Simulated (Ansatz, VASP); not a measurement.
# GaN in VASP and in Ansatz

Contents of POSCAR:

```
GaN
1.0
    0.0326554308      2.2478736862      2.2478736862
    2.2478736862      0.0326554308      2.2478736862
    2.2478736862      2.2478736862      0.0326554308
Ga N
1 1
Direct
    0.0011432943      0.0011432943      0.0011432943
    0.2488567057      0.2488567057      0.2488567057
```

File INCAR.step1:

```
SYSTEM = GaN
ALGO = Normal
EDIFF = 1E-5
ENCUT = 910
GGA = PE
GGA_COMPAT = .False.
ISMEAR = 0
LASPH = .True.
LCHARG = .False.
LREAL = .False.
LWAVE = .True.
NBANDS = 16
NELM = 120
PREC = Accurate
SIGMA = 0.01
```

File INCAR.step2:

```
SYSTEM = GaN
ALGO = Normal
EDIFF = 1E-6
ENCUT = 910
GGA_COMPAT = .False.
ISIF = 2
ISMEAR = 0
ISTART = 1
LASPH = .True.
LCHARG = .False.
LMIXTAU = .True.
LREAL = .False.
LWAVE = .False.
METAGGA = R2SCAN
NBANDS = 16
NELM = 120
PREC = Accurate
SIGMA = 0.01
```

File KPOINTS:

```
k-points
0
Gamma
  10 10 10
  0 0 0
```

Input for Ansatz:

```yaml
crystal:
  lattice:
    - [0.0326554308, 2.2478736862, 2.2478736862]
    - [2.2478736862, 0.0326554308, 2.2478736862]
    - [2.2478736862, 2.2478736862, 0.0326554308]
  atoms:
    - { symbol: Ga, position: [0.0011432943, 0.0011432943, 0.0011432943] }
    - { symbol: "N", position: [0.2488567057, 0.2488567057, 0.2488567057] }
kpoints:
  mp_grid: { grid: [10, 10, 10] }
  band_path:
    path:
      - [0.0, 0.0, 0.0]
      - [-0.5, -0.5, 0.0]
      - [-0.375, -0.375, 0.25]
      - [-0.375, 0.0, 0.375]
      - [0.0, 0.0, 0.5]
      - [-0.5, -0.25, 0.25]
    npoints: 1
hamiltonian:
  xc: r2scan
scf:
  occupations: { method: fixed }
  n_extra_bands: 4
output:
  forces: true
  stress: true
  eigenvalues: true
```

Change from the starting cell: epitaxial_111 strain -1.5%.

Alike in both runs: task single point; functional r2SCAN; k mesh 10 × 10 × 10; no spin polarisation.

|  | VASP | Ansatz |
| --- | --- | --- |
| version | VASP 6.6.1 | Ansatz 0.2.0 |
| potentials or method | VASP PAW PBE potentials, release 64 (Ga_d, N_h) | plane waves, PAW |
| plane-wave cutoff (eV) | 910 | 500 |
| occupations | gaussian, width 0.01 eV | fixed |
| valence electrons in the cell | 18 | 18 |

VASP gave:

```
gap on the k mesh at the Fermi level (eV) : 2.25
```

Q: What did Ansatz give for the same quantities?

A: gap on the k mesh at the Fermi level (eV): 2.26.

VASP's potentials were made for PBE, not for r2SCAN.

Noted on VASP's run: the cutoff is short for stress, so the pressure is rough.
